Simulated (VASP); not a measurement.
Input of a VASP 6.6.1 run:

File INCAR:

```
SYSTEM = ZnAg2GeSe4
ALGO = Normal
EDIFF = 1E-6
ENCUT = 520
GGA = PE
ISIF = 2
ISMEAR = -1
LASPH = .TRUE.
LCHARG = .FALSE.
LREAL = .FALSE.
LWAVE = .FALSE.
NBANDS = 46
NELM = 60
PREC = Accurate
SIGMA = 0.02
```

KPOINTS

```
k-points
0
G
  6 6 6
  0 0 0
```

The input POSCAR:

```
ZnAg2GeSe4
1.0
   -2.8382864815      2.8382864815      6.1895824737
    2.8382864815     -2.8382864815      6.1895824737
    2.8382864815      2.8382864815     -6.1895824737
Ag Zn Ge Se
2 1 1 4
Direct
    0.7500000000      0.2500000000      0.5000000000
    0.2500000000      0.7500000000      0.5000000000
    0.0000000000      0.0000000000      0.0000000000
    0.5000000000      0.5000000000      0.0000000000
    0.8571857053      0.8571857053      0.4862851356
    0.1428142947      0.6290994303      0.0000000000
    0.6290994303      0.1428142947      0.0000000000
    0.3709005697      0.3709005697      0.5137148644
```

Potentials or basis: VASP PAW PBE potentials, release 64 (Ag, Zn, Ge_d, Se).

Launch:

```console
$ cat potpaw_PBE.64/Ag/POTCAR potpaw_PBE.64/Zn/POTCAR potpaw_PBE.64/Ge_d/POTCAR potpaw_PBE.64/Se/POTCAR > POTCAR
$ mpirun -np 1 vasp_std > vasp.out
```

Question: Predict the largest force.

Answer: 0.075 eV/Å.

Question: Estimate the pressure.

Answer: 1.7 GPa.

Question: Predict the band gap on the k mesh.

Answer: Zero (filled and empty bands touch).

Forces in eV/Å, atoms in the order of the input:
```
Ag   0.000  0.000  0.000
Ag   0.000  0.000  0.000
Zn   0.000  0.000  0.000
Ge   0.000  0.000  0.000
Se   0.035  0.035  0.056
Se   0.035 -0.035 -0.056
Se  -0.035  0.035 -0.056
Se  -0.035 -0.035  0.056
```

Caveat: semilocal functionals underestimate gaps, and a narrow one can read as zero.
